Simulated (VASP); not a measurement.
## Al: single point with PBE

Al:

```xyz
1
Lattice="-1.5912 1.5912 1.5912 1.5912 -1.5912 1.5912 1.5912 1.5912 -1.5912" Properties=species:S:1:pos:R:3 pbc="T T T"
Al    0.0000    0.0000    0.0000
```

* Program: VASP 6.6.1
* Task: single point
* Functional: PBE
* Potentials or basis: VASP PAW PBE potentials, release 64 (Al)
* Cutoff: 520 eV
* k mesh: 12 × 12 × 12
* Occupations: gaussian, width 0.023 eV
* Spin: no spin polarisation
* Dipole correction: no
* Further INCAR settings: ALGO = Normal; EDIFF = 1e-07; NBANDS = 8

The pressure is 3.9 GPa.

Levels at points of the mesh, in eV from the Fermi level:
| k point | band 1 | band 2 | band 3 | band 4 | band 5 | band 6 |
| --- | --- | --- | --- | --- | --- | --- |
| (0.00, 0.00, 0.00) | -11.29 | 13.42 | 13.42 | 13.42 | 15.06 | 15.06 |
| (0.50, 0.00, 0.00) | -4.40 | -3.88 | 8.34 | 8.36 | 10.15 | 11.64 |
| (0.50, 0.50, 0.50) | 1.92 | 1.92 | 1.92 | 2.96 | 2.96 | 5.88 |

Wall time 5.3 s on 1 thread of Intel(R) Xeon(R) Platinum 8488C (Sapphire Rapids) (shared host), peak memory 0.12 GiB.
